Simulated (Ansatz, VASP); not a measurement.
SiSn5: VASP beside Ansatz

```
Si Sn
1.0
     3.30715    0.00000    0.00000
    -1.65358    2.86408    0.00000
     0.00000    0.00000   16.67228
Si Sn
1 5
Direct
  0.00000 0.00000 0.00000
  0.66667 0.33333 0.85720
  0.00000 0.00000 0.67592
  0.66667 0.33333 0.50000
  0.00000 0.00000 0.32408
  0.66667 0.33333 0.14280
```

Change from the starting cell: species swapped into the Mg5Cd type (P-6m2, No. 187).

Alike in both runs: functional PBE; k mesh 6 × 6 × 1; occupations gaussian, width 0.1 eV; no spin polarisation.

Ansatz relaxed the structure, and its values are those at the end. VASP's run is a single point on that final structure, the one shown.

|  | VASP | Ansatz |
| --- | --- | --- |
| version | VASP 6.6.1 | Ansatz 0.2.0 |
| potentials or method | VASP PAW PBE potentials, release 64 (Si, Sn_d), cutoff 520 eV | scalar-relativistic, plane waves, PAW |
| valence electrons in the cell | 74 | 74 |

```tsv
	VASP	Ansatz	Ansatz less VASP
gap on the k mesh at the Fermi level (eV)	none	none	-
pressure (GPa)	0.0	0.0	+0.05
rms of the force components (eV/Å)	0.007	0.007	-0.0001
```

A gap of «none» marks a metal or a gap that the smearing closes.

The k mesh is coarse, so the values compare programs but aren't converged.
